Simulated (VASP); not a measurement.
## AlRu: single point with PBEsol

The system is AlRu.

```
CELL_PARAMETERS angstrom
2.99160 0.00000 0.00000
0.00000 2.99160 0.00000
0.00000 0.00000 2.90185
ATOMIC_POSITIONS crystal
Al 0.00000 0.00000 0.00000
Ru 0.50000 0.50000 0.50000
```

```json
{"Program": "VASP 6.6.1", "Task": "single point", "Functional": "PBEsol", "Potentials or basis": "VASP PAW PBE potentials, release 64 (Al, Ru_pv)", "Cutoff": "520 eV", "k mesh": "12 × 12 × 12", "Occupations": "fermi-dirac, width 0.1 eV", "Spin": "no spin polarisation"}
```

* Pressure: 3.7 GPa

Stress tensor (GPa, compression positive):
```
1.65 0.00 0.00
0.00 1.65 0.00
0.00 0.00 7.73
```

Levels at points of the mesh, in eV from the Fermi level:
```
           k point  band 5  band 6  band 7  band 8  band 9  band 10  band 11  band 12  band 13  band 14
(0.00, 0.00, 0.00)   -3.78   -3.76    0.05    0.26    0.26     5.90     5.90     6.86    11.06    11.23
(0.50, 0.00, 0.00)   -5.65   -2.98   -1.79   -1.42    0.51     2.21     7.42    10.88    11.70    11.98
(0.50, 0.50, 0.00)   -3.31   -1.51   -1.51   -1.03   -1.03     1.46     5.18     6.44    11.33    11.98
(0.00, 0.00, 0.50)   -5.30   -2.85   -1.81   -1.81    0.37     2.76     7.40    10.89    10.89    11.98
(0.50, 0.00, 0.50)   -3.18   -1.45   -1.38   -1.28   -1.22     1.65     5.64     6.64    10.60    11.98
(0.50, 0.50, 0.50)   -4.83   -4.78    1.58    1.81    2.78     4.10     4.10     4.31     8.56     8.99
```

It took 43 s on 1 thread of Intel(R) Xeon(R) Platinum 8175M CPU @ 2.50GHz (Skylake/Cascade Lake) (shared host), peak memory 0.2 GiB.

Caveat: the PAW data sets were made with another functional, which shifts forces and pressure a little.
